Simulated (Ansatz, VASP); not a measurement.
**GaS2 in VASP and in Ansatz**

File INCAR:

```
  ALGO = Normal
  EDIFF = 1E-6
  EDIFFG = -0.04
  ENCUT = 600
  GGA = PE
  IBRION = 2
  ISIF = 3
  ISMEAR = 0
  LASPH = T
  LCHARG = F
  LREAL = F
  LWAVE = F
  NELM = 100
  NSW = 90
  PREC = Accurate
  SIGMA = 0.1
```

KPOINTS

```
k-points
0
Gamma
  6 6 6
```

POSCAR

```
GaS2
1.0
    4.3315836350      0.0000000000      0.0000000000
   -2.1657918175      3.7512614665      0.0000000000
    0.0000000000      0.0000000000      3.6341749053
Ga S
1 2
Direct
    0.0000000000      0.0000000000      0.0000000000
    0.3333333333      0.6666666667      0.5000000000
    0.6666666667      0.3333333333      0.5000000000
```

Input for Ansatz:

```yaml
crystal:
  lattice:
    - [4.331583635, 0.0, 0.0]
    - [-2.1657918175, 3.7512614665, 0.0]
    - [0.0, 0.0, 3.6341749053]
  atoms:
    - { symbol: Ga, position: [0.0, 0.0, 0.0] }
    - { symbol: S, position: [0.3333333333, 0.6666666667, 0.5] }
    - { symbol: S, position: [0.6666666667, 0.3333333333, 0.5] }
basis:
  ecutwfc: 420
kpoints:
  mp_grid: { grid: [6, 6, 6] }
hamiltonian:
  xc: pbe
scf:
  occupations: { method: gaussian, width: 0.1 }
  lower_state_search: "off"
output:
  forces: true
  stress: true
  eigenvalues: true
relax:
  adjacent_minimum: "off"
  f_tol: 0.04
  max_steps: 70
  cell: { stress_tol: 0.4 }
```

Alike in both runs: task relaxation of cell and atoms; functional PBE; k mesh 6 × 6 × 6; occupations gaussian, width 0.1 eV; no spin polarisation.

```csv
,VASP,Ansatz
version,VASP 6.6.1,Ansatz 0.2.0
potentials or method,"VASP PAW PBE potentials, release 64 (Ga_d, S), cutoff 600 eV","scalar-relativistic, plane waves, PAW"
valence electrons in the cell,25,25
```

```tsv
	VASP	Ansatz	Ansatz less VASP
gap on the k mesh at the Fermi level, each at its own relaxed structure (eV)	none	none	-
relaxed volume (Å³/atom)	19.68	19.68	0.000
relaxed cell length with the largest relative difference (Å)	3.634	3.634	0.0000
```

A gap of «none» marks a metal or a gap that the smearing closes.

Noted on VASP's run: the relaxation stopped at its first step, so nothing moved.
